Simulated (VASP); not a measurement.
# Ho (P6_3/mmc) in VASP: single point with PBEsol

Aim: the single point of Ho with PBEsol.

Program: VASP 6.6.1. These are calculated values, not measurements. Logs are shortened: lines on timing, memory, paths and dates and some standing lists are left out, and cuts for length are marked.

## 1. The cell of the first run

It takes space group P6_3/mmc (No. 194, hexagonal). The conventional cell has a = 3.550 Å, b = 3.550 Å, c = 5.715 Å, α = 90.00°, β = 90.00°, γ = 120.00°. Ho (site symmetry -6m2) has 12 Ho at 3.52 to 3.55 Å within 4.6 Å.

## 2. Single point, PBEsol, collinear spin, ferromagnetic start

INCAR

```
PREC = Accurate
ENCUT = 520
EDIFF = 1E-6
ISMEAR = 0
SIGMA = 0.05
LREAL = F
LASPH = T
NELM = 150
ALGO = Normal
ISIF = 2
LWAVE = F
LCHARG = F
ISPIN = 2
MAGMOM = 4 4
LORBIT = 11
LMAXMIX = 6
GGA = PS
NBANDS = 32
```

KPOINTS

```
Automatic mesh
0
Gamma
  14 14 8
```

POSCAR

```
Ho
1.0
    3.5502105321      0.0000000000      0.0000000000
   -1.7751052660      3.0745725095      0.0000000000
    0.0000000000      0.0000000000      5.7145545796
Ho
2
Direct
    0.3333333333      0.6666666667      0.7500000000
    0.6666666667      0.3333333333      0.2500000000
```

Potentials or basis: VASP PAW PBE potentials, release 64 (Ho).

On the command line:

```bash
$ cat potpaw_PBE.64/Ho/POTCAR > POTCAR
$ mpirun -np 1 vasp_std > vasp.out
```

OUTCAR:

```text
PREC = Accurate
   ENCUT = 520
   EDIFF = 1E-6
   ISMEAR = 0
   LREAL = F
   LASPH = T
   NELM = 150
   ISIF = 2
   ISPIN = 2
   LORBIT = 11
   GGA = PS

 ion  position               nearest neighbor table
   1  0.333  0.667  0.750-   2 3.52   2 3.52   2 3.52   2 3.52   2 3.52   2 3.52
   2  0.667  0.333  0.250-   1 3.52   1 3.52   1 3.52   1 3.52   1 3.52   1 3.52

  LATTYP: Found a hexagonal cell.
 ALAT       =     3.5502105321
 C/A-ratio  =     1.6096382251

  Lattice vectors:

 A1 = (   3.5502105321,   0.0000000000,   0.0000000000)
 A2 = (  -1.7751052660,   3.0745725095,   0.0000000000)
 A3 = (   0.0000000000,   0.0000000000,   5.7145545796)

Analysis of symmetry for initial positions (statically):
=====================================================================
 Subroutine PRICEL returns:
 Original cell was already a primitive cell.

 Routine SETGRP: Setting up the symmetry group for a
 hexagonal supercell.

 Subroutine GETGRP returns: Found 24 space group operations
 (whereof 12 operations were pure point group operations)
 out of a pool of 24 trial point group operations.

The static configuration has the point symmetry D_3d.
 The point group associated with its full space group is D_6h.

Analysis of symmetry for dynamics (positions and initial velocities):
=====================================================================
 Subroutine PRICEL returns:
 Original cell was already a primitive cell.

 Routine SETGRP: Setting up the symmetry group for a
 hexagonal supercell.

 Subroutine GETGRP returns: Found 24 space group operations
 (whereof 12 operations were pure point group operations)
 out of a pool of 24 trial point group operations.

The dynamic configuration has the point symmetry D_3d.
 The point group associated with its full space group is D_6h.

Analysis of structural, dynamic, and magnetic symmetry:
=====================================================================
 Subroutine PRICEL returns:
 Original cell was already a primitive cell.

 Routine SETGRP: Setting up the symmetry group for a
 hexagonal supercell.

 Subroutine GETGRP returns: Found 24 space group operations
 (whereof 12 operations were pure point group operations)
 out of a pool of 24 trial point group operations.

The overall configuration has the point symmetry D_3d.
 The point group associated with its full space group is D_6h.

 Subroutine INISYM returns: Found 24 space group operations
 (whereof 12 operations are pure point group operations),
 and found     1 'primitive' translations

----------------------------------------------------------------------------------------

                                     Primitive cell
[... 113 lines left out ...]
  Fermi-wavevector in a.u.,A,eV,Ry     =   1.434886  2.711542 28.013021  2.058899
  Thomas-Fermi vector in A             =   2.554246
   LORBIT       =     11    0 simple, 1 ext, 2 COOP (PROOUT), +10 PAW based schemes
   GGA     = PS    functional components
   LHFCALC =     F    Hartree Fock is set to
   AEXX    =    0.0000 exact exchange contribution
   IVDW    =     0    specifies the selected vdW correction
   LEPSILON=     F    determine dielectric tensor
   LRPA    =     F    only Hartree local field effects (RPA)
 spin polarized calculation
 Gauss-broadening in eV      SIGMA  =   0.05
  energy-cutoff  :      520.00
  volume of cell :       62.38
 maximum number of plane-waves:      1725
 NGX is ok and might be reduce to    28
   NGX = 13   NGY = 13   NGZ = 21

 number of electron      41.9999981 magnetization       7.1608183

 Free energy of the ion-electron system (eV)
  ---------------------------------------------------
  ext. energy  EPLUGINS =         0.00000000
  ---------------------------------------------------
  free energy    TOTEN  =       -13.25906714 eV

  energy without entropy =      -13.24012149  energy(sigma->0) =      -13.24959431

 E-fermi :   2.4552     XC(G=0): -10.2831

 val. band max:        2.4549647364   @ k =   0.2143   0.2143   0.2500
 cond. band min:       2.4554469476   @ k =   0.4286   0.0714   0.3750
 fundamental gap:      0.0004822111
 Fermi energy:         2.4551650510

 spin component 1

 k-point     1 :       0.0000    0.0000    0.0000
  band No.  band energies     occupation
      1     -45.7006      1.00000
      2     -45.6460      1.00000
      3     -21.1450      1.00000
      4     -20.4543      1.00000
      5     -20.4095      1.00000
      6     -20.4095      1.00000
[... 829 lines left out ...]
     31       7.8539      0.00000
     32       8.4699      0.00000

 [... further k-points ...]

 spin component 2

 k-point     1 :       0.0000    0.0000    0.0000
  band No.  band energies     occupation
      1     -44.1473      1.00000
      2     -44.0854      1.00000
      3     -20.0508      1.00000
      4     -19.3001      1.00000
      5     -19.3001      1.00000
      6     -19.2792      1.00000
[... 829 lines left out ...]
     31       8.3736      0.00000
     32       8.9836      0.00000

 [... further k-points ...]
[... 5 lines left out ...]
  --------------------------------------------------------------------------------------
  -------------------------------------------------------------------------------------
  Total       -0.0506611     -0.0506611     -0.0901723     -0.0000000      0.0000000      0.0000000
  in kB       -1.3012595     -1.3012595     -2.3161283     -0.0000000      0.0000000      0.0000000
  external PRESSURE =      -1.6395491 kB  Pullay stress =       0.0000000 kB

 VOLUME and BASIS-vectors are now :
 -----------------------------------------------------------------------------
  energy-cutoff  :      520.00
  volume of cell :       62.38
      direct lattice vectors                 reciprocal lattice vectors
     3.550210532  0.000000000  0.000000000     0.281673436  0.162624234  0.000000000
    -1.775105266  3.074572509  0.000000000     0.000000000  0.325248468  0.000000000
     0.000000000  0.000000000  5.714554580     0.000000000  0.000000000  0.174991766

 POSITION                                       TOTAL-FORCE (eV/Angst)
 -----------------------------------------------------------------------------------
     -0.00000      2.04972      4.28592         0.000000     -0.000000      0.000000
      1.77511      1.02486      1.42864        -0.000000      0.000000      0.000000
 -----------------------------------------------------------------------------------
    total drift:                               -0.000000      0.000000     -0.000000

  FREE ENERGIE OF THE ION-ELECTRON SYSTEM (eV)
  ---------------------------------------------------
  free  energy   TOTEN  =       -13.2590671412 eV

  energy  without entropy=      -13.2401214859  energy(sigma->0) =      -13.24959431

 total charge

# of ion       s       p       d       f       tot
--------------------------------------------------
    1        2.125   5.695   0.419  10.317  18.556
    2        2.125   5.695   0.419  10.317  18.556
--------------------------------------------------
tot          4.250  11.391   0.838  20.633  37.112

 magnetization (x)

# of ion       s       p       d       f       tot
--------------------------------------------------
    1        0.004  -0.022   0.040   3.460   3.482
    2        0.004  -0.022   0.040   3.460   3.482
--------------------------------------------------
tot          0.009  -0.044   0.079   6.920   6.964
```

It took 29 min on 1 thread of Intel Xeon Platinum 8375C at 2.90GHz (Ice Lake), shared host; peak memory 0.49 GiB.

What came out:

```
Free energy                                           : -13.2591 eV
Pressure                                              : -0.2 GPa
Net moment                                            : 7.16 μB per cell
Site moments                                          : Ho +3.48 μB
Valence electrons inside the program's atomic spheres : Ho 18.56
```

Stress tensor (GPa, compression positive):
```
-0.13  0.00  0.00
 0.00 -0.13  0.00
 0.00  0.00 -0.23
```

Levels at points of the mesh, in eV from the Fermi level:
Spin up:
```csv
k point,band 22,band 23,band 24,band 25,band 26,band 27
"(0.00, 0.00, 0.00)",-2.28,-2.20,-2.03,1.06,2.26,2.26
"(0.50, 0.00, 0.00)",-2.06,-1.79,-1.19,-0.77,0.20,1.69
"(0.00, 0.00, 0.50)",-2.30,-2.17,-2.17,1.15,1.15,2.20
"(0.50, 0.00, 0.50)",-2.05,-1.78,-1.78,0.24,0.24,1.78
```
Spin down:
```csv
k point,band 14,band 15,band 16,band 17,band 18,band 19,band 20,band 21,band 22,band 23
"(0.00, 0.00, 0.00)",-0.29,-0.11,-0.11,-0.07,-0.07,0.44,0.44,0.53,0.53,0.86
"(0.50, 0.00, 0.00)",-0.19,-0.13,-0.10,-0.03,-0.03,0.02,0.32,0.42,0.43,0.52
"(0.00, 0.00, 0.50)",-0.31,-0.09,-0.09,-0.09,-0.09,0.51,0.51,0.51,0.51,0.86
"(0.50, 0.00, 0.50)",-0.20,-0.14,-0.14,-0.01,-0.01,0.38,0.38,0.46,0.46,0.62
```

Caveat: the magnetic or orbital state may not be the lowest; the PAW data sets were made with another functional, which shifts forces and pressure a little; spin-orbit coupling is left out, which moves the levels of the heavy elements.
